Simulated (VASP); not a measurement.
**Yb: single point with BLYP**

Crystal: Yb.

```
CELL_PARAMETERS angstrom
0.00000 2.65205 2.65205
2.65205 0.00000 2.65205
2.65205 2.65205 0.00000
ATOMIC_POSITIONS crystal
Yb 0.00000 0.00000 0.00000
```

| Quantity | Value |
| --- | --- |
| Program | VASP 6.6.1 |
| Task | single point |
| Functional | BLYP |
| Potentials or basis | VASP PAW PBE potentials, release 64 (Yb) |
| Cutoff | 520 eV |
| k mesh | 10 × 10 × 10 |
| Occupations | fermi-dirac, width 0.1 eV |
| Spin | no spin polarisation |
| Dipole correction | no |
| Further INCAR settings | ALGO = Normal; EDIFF = 1e-06; NBANDS = 18 |

```
Pressure               : 0.0 GPa
Band gap on the k mesh : zero (bands 12 and 13 overlap by 0.02 eV)
```

Levels at points of the mesh, in eV from the Fermi level:
```tsv
k point	band 10	band 11	band 12	band 13	band 14	band 15
(0.00, 0.00, 0.00)	-0.47	-0.47	-0.47	2.59	2.59	2.59
(0.50, 0.00, 0.00)	-0.48	-0.48	-0.47	0.40	2.40	2.40
(0.50, 0.50, 0.00)	-0.50	-0.49	-0.49	0.03	1.71	6.02
```

It took 34 s on 1 thread of Intel(R) Xeon(R) 6975P-C (Granite Rapids), on a shared host, peak memory 0.18 GiB.

Caveat: the PAW data sets were made with another functional, which shifts forces and pressure a little; spin-orbit coupling is left out, which moves the levels of the heavy elements. Spin polarisation is off, so any magnetic state and its effect on volume and gap are missing.
